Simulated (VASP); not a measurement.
Write the native input for VASP 6.6.1 that does the following.

```
Task                   : single point
Functional             : PBE
Potentials or basis    : VASP PAW PBE potentials, release 64 (Si, Mo_sv)
Cutoff                 : 520 eV
k mesh                 : 14 × 14 × 14
Occupations            : gaussian, width 0.05 eV
Spin                   : no spin polarisation
Dipole correction      : no
Further INCAR settings : ALGO = Normal; EDIFF = 1e-06; NBANDS = 18
```

The structure of Si2Mo lies in POSCAR:

```
Si2Mo
1.0
   -1.6368814140      1.6094738088      3.9354236064
    1.6245141967     -1.6206630888      3.9349422899
    1.6187632216      1.6025448965     -3.9399956537
Si Mo
2 1
Direct
    0.3291605308      0.3363051858     -0.0021727185
    0.6611948645      0.6641503205     -0.0085464678
    0.0096446047     -0.0004555063      0.0107191863
```

This cell differs from its parent crystal: atoms moved at random and the cell strained at random.

These files were run (other wordings do the same):

INCAR

```
SYSTEM = Si2Mo
PREC = Accurate
ENCUT = 520
EDIFF = 1E-6
ISMEAR = 0
SIGMA = 0.05
LREAL = .FALSE.
LASPH = .TRUE.
NELM = 80
ALGO = Normal
ISIF = 2
LWAVE = .FALSE.
LCHARG = .FALSE.
GGA = PE
NBANDS = 18
```

KPOINTS

```
regular mesh
0
G
  14 14 14
  0 0 0
```

Potentials or basis: VASP PAW PBE potentials, release 64 (Si, Mo_sv).

Command:

```bash
$ cat potpaw_PBE.64/Si/POTCAR potpaw_PBE.64/Mo_sv/POTCAR > POTCAR
$ mpirun -np 1 vasp_std > vasp.out
```

It gave:

- Pressure: -1.0 GPa
- Largest force: 0.449 eV/Å
- Band gap on the k mesh: zero (bands 11 and 12 overlap by 0.92 eV)

Caveat: the cell differs from its parent crystal (atoms moved at random and the cell strained at random).

It took 22 min on 1 thread of AMD EPYC 7R13 Processor (Zen 3), with other jobs on the host, peak memory 0.96 GiB.
